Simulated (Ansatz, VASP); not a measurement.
HfN in VASP and in Ansatz

INCAR

```
ALGO     = Normal         # electronic algorithm
EDIFF    = 1E-7           # SCF threshold, eV
ENCUT    = 520            # plane-wave cutoff, eV
ISIF     = 2              # what is computed and relaxed
ISMEAR   = 1              # smearing method
LASPH    = True           # aspherical terms in the spheres
LCHARG   = True           # write CHGCAR
LELF     = True           # ELF
LREAL    = False          # projectors in reciprocal space
LVHAR    = True         
LWAVE    = False          # write WAVECAR
NBANDS   = 14             # bands
NELM     = 80             # most SCF steps
PREC     = Accurate       # precision mode
SIGMA    = 0.01           # smearing width, eV
```

The input KPOINTS:

```
k-points
0
Gamma
  9 9 9
```

POSCAR

```
HfN
1.0
    0.0000000000      2.2560000000      2.2560000000
    2.2560000000      0.0000000000      2.2560000000
    2.2560000000      2.2560000000      0.0000000000
Hf N
1 1
Direct
    0.0250000000      0.0250000000     -0.0250000000
    0.4750000000      0.4750000000      0.5250000000
```

Input for Ansatz:

```yaml
crystal:
  lattice:
    - [0.0, 2.256, 2.256]
    - [2.256, 0.0, 2.256]
    - [2.256, 2.256, 0.0]
  atoms:
    - { symbol: Hf, position: [0.025, 0.025, -0.025] }
    - { symbol: "N", position: [0.475, 0.475, 0.525] }
kpoints:
  mp_grid: { grid: [9, 9, 9] }
scf:
  occupations: { method: methfessel_paxton, width: 0.01 }
hamiltonian:
  xc: lda
  pseudopotentials: { kind: all_electron, lapw: { basis_error: 0.001 } }
output:
  forces: true
  stress: true
  eigenvalues: true
  populations: true
```

Alike in both runs: task single point; functional LDA; k mesh 9 × 9 × 9; occupations methfessel-paxton of order 1, width 0.01 eV; no spin polarisation.

|  | VASP | Ansatz |
| --- | --- | --- |
| version | VASP 6.6.1 | Ansatz 0.2.0 |
| potentials or method | VASP PAW LDA potentials, release 64 (Hf_pv, N), cutoff 520 eV | all-electron LAPW, scalar-relativistic |

```csv
,VASP,Ansatz,Ansatz less VASP
gap on the k mesh at the Fermi level (eV),none,none,-
pressure (GPa),-2.5,-1.3,+1.16
"traceless stress, the component that is largest in VASP (GPa)",14.57,14.62,+0.049
rms of the force components (eV/Å),1.635,1.613,-0.0212
```

LDA's correlation is that of Perdew and Zunger in VASP and of Perdew and Wang (1992) in Ansatz. Atom by atom the forces differ by 0.021 eV/Å (rms over components). A gap of «none» marks a metal or a gap that the smearing closes. Ansatz ran all-electron here, and VASP with PAW potentials.

Spin-orbit coupling is off throughout.
